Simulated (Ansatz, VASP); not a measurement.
**Be2ZnSe3 in VASP and in Ansatz**

The input INCAR:

```
ALGO = Normal ; EDIFF = 1E-6
EDIFFG = -0.025 ; ENCUT = 600
GGA = PE ; IBRION = 2
ISIF = 3 ; ISMEAR = 0
LASPH = True ; LCHARG = False
LREAL = False ; LWAVE = False
NELM = 60 ; NSW = 80
PREC = Accurate ; SIGMA = 0.1
```

The input KPOINTS:

```
k-points
0
Gamma
  4 2 4
```

The input POSCAR:

```
Be2ZnSe3
1.0
    3.7251355747     -0.1021531235      0.0034733052
    0.2043062470     -7.6495798567     -0.0424073402
   -1.9211246658      1.9178060397     -8.0234929308
Be Zn Se
4 2 6
Direct
    0.1481638267      0.5812921586      0.3351500614
    0.1971332163      0.0843244555      0.3472150211
    0.8167235531      0.9148418692      0.6578529511
    0.8185673765      0.4209593853      0.6563980057
    0.5027831447      0.7564214101      0.0038413104
    0.5246534725      0.2476194550     -0.0052314507
    0.0914608853      0.8055260401      0.1970590983
    0.1282310064      0.2942500761      0.1917742310
    0.3892443378      0.9510985492      0.8095698522
    0.3978312427      0.4548259520      0.8106682429
    0.7425253727      0.6223754027      0.4999705793
    0.7426825655      0.1164652463      0.4957320974
```

Input for Ansatz:

```yaml
crystal:
  lattice:
    - [3.7251355747, -0.1021531235, 0.0034733052]
    - [0.204306247, -7.6495798567, -0.0424073402]
    - [-1.9211246658, 1.9178060397, -8.0234929308]
  atoms:
    - { symbol: Be, position: [0.1481638267, 0.5812921586, 0.3351500614] }
    - { symbol: Be, position: [0.1971332163, 0.0843244555, 0.3472150211] }
    - { symbol: Be, position: [0.8167235531, 0.9148418692, 0.6578529511] }
    - { symbol: Be, position: [0.8185673765, 0.4209593853, 0.6563980057] }
    - { symbol: Zn, position: [0.5027831447, 0.7564214101, 0.0038413104] }
    - { symbol: Zn, position: [0.5246534725, 0.247619455, -0.0052314507] }
    - { symbol: Se, position: [0.0914608853, 0.8055260401, 0.1970590983] }
    - { symbol: Se, position: [0.1282310064, 0.2942500761, 0.191774231] }
    - { symbol: Se, position: [0.3892443378, 0.9510985492, 0.8095698522] }
    - { symbol: Se, position: [0.3978312427, 0.454825952, 0.8106682429] }
    - { symbol: Se, position: [0.7425253727, 0.6223754027, 0.4999705793] }
    - { symbol: Se, position: [0.7426825655, 0.1164652463, 0.4957320974] }
basis:
  ecutwfc: 420
kpoints:
  mp_grid: { grid: [4, 2, 4] }
hamiltonian:
  xc: pbe
scf:
  occupations: { method: gaussian, width: 0.1 }
  lower_state_search: "off"
output:
  forces: true
  stress: true
  eigenvalues: true
relax:
  adjacent_minimum: "off"
  f_tol: 0.025
  max_steps: 60
  cell: { stress_tol: 0.25 }
```

Change from the starting cell: cell x2, atoms moved at random (sigma 0.05 Å) and cell strained at random (1.5 %), then relaxed without symmetry.

Alike in both runs: task relaxation of cell and atoms; functional PBE; k mesh 4 × 2 × 4; occupations gaussian, width 0.1 eV; no spin polarisation.

```csv
,VASP,Ansatz
version,VASP 6.6.1,Ansatz 0.2.0
potentials or method,"VASP PAW PBE potentials, release 64 (Be, Zn, Se), cutoff 600 eV","scalar-relativistic, plane waves, PAW"
valence electrons in the cell,68,128
```

Ansatz gave:

| Property | Result |
| --- | --- |
| gap on the k mesh at the Fermi level, each at its own relaxed structure (eV) | 2.63 |
| relaxed volume (Å³/atom) | 19.32 |
| relaxed cell length with the largest relative difference (Å) | 7.571 |

Problem. Which values does VASP return?

Solution. gap on the k mesh at the Fermi level, each at its own relaxed structure (eV): 2.63; relaxed volume (Å³/atom): 19.38; relaxed cell length with the largest relative difference (Å): 7.585.

VASP's potentials hold 68 valence electrons a cell and Ansatz's 128, so a difference there can come from the potentials and not from the codes.

The k mesh is coarse, so the values compare programs but aren't converged.
